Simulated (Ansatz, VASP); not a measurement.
## One calculation of La, two programs

INCAR

```
SYSTEM = La
PREC = Accurate
ENCUT = 520
EDIFF = 1E-6
ISMEAR = -1
SIGMA = 0.05
LREAL = .FALSE.
LASPH = .TRUE.
NELM = 80
ALGO = Normal
ISIF = 2
LWAVE = .FALSE.
LCHARG = .TRUE.
GGA = CA
LELF = .TRUE.
LVHAR = .TRUE.
NBANDS = 18
```

File KPOINTS:

```
regular mesh
0
G
  11 11 6
  0 0 0
```

The input POSCAR:

```
La
1.0
    3.7500020507      0.0000000000      0.0000000000
   -1.8750010253      3.2475970401      0.0000000000
    0.0000000000      0.0000000000      6.1914000000
La
2
Direct
    0.3333333333      0.6666666667      0.2500000000
    0.6666666667      0.3333333333      0.7500000000
```

Input for Ansatz:

```yaml
crystal:
  lattice:
    - [3.7500020507, 0.0, 0.0]
    - [-1.8750010253, 3.2475970401, 0.0]
    - [0.0, 0.0, 6.1914]
  atoms:
    - { symbol: La, position: [0.3333333333, 0.6666666667, 0.25] }
    - { symbol: La, position: [0.6666666667, 0.3333333333, 0.75] }
kpoints:
  mp_grid: { grid: [11, 11, 6] }
  band_path:
    path:
      - [0.0, 0.0, 0.0]
      - [0.5, 0.0, 0.0]
      - [0.3333333333, 0.3333333333, 0.0]
      - [0.0, 0.0, 0.0]
      - [0.0, 0.0, 0.5]
      - [0.5, 0.0, 0.5]
      - [0.3333333333, 0.3333333333, 0.5]
      - [0.0, 0.0, 0.5]
      - [0.5, 0.0, 0.5]
    npoints: 5
scf:
  occupations: { method: fermi_dirac, width: 0.05 }
hamiltonian:
  xc: lda
  pseudopotentials: { kind: all_electron, lapw: { basis_error: 0.00025 } }
output:
  forces: true
  stress: true
  eigenvalues: true
```

Change from the starting cell: zz strain of +2 %.

Alike in both runs: task single point; functional LDA; k mesh 11 × 11 × 6; occupations fermi-dirac, width 0.05 eV; no spin polarisation.

|  | VASP | Ansatz |
| --- | --- | --- |
| version | VASP 6.6.1 | Ansatz 0.2.0 |
| potentials or method | VASP PAW LDA potentials, release 64 (La), cutoff 520 eV | all-electron LAPW, scalar-relativistic |

|  | VASP | Ansatz | Ansatz less VASP |
| --- | --- | --- | --- |
| pressure (GPa) | -3.5 | -3.4 | +0.09 |
| traceless stress, the component that is largest in VASP (GPa) | -0.36 | -0.35 | +0.007 |

LDA's correlation is that of Perdew and Zunger in VASP and of Perdew and Wang (1992) in Ansatz. Ansatz ran all-electron here, and VASP with PAW potentials.

Spin-orbit coupling is off throughout.
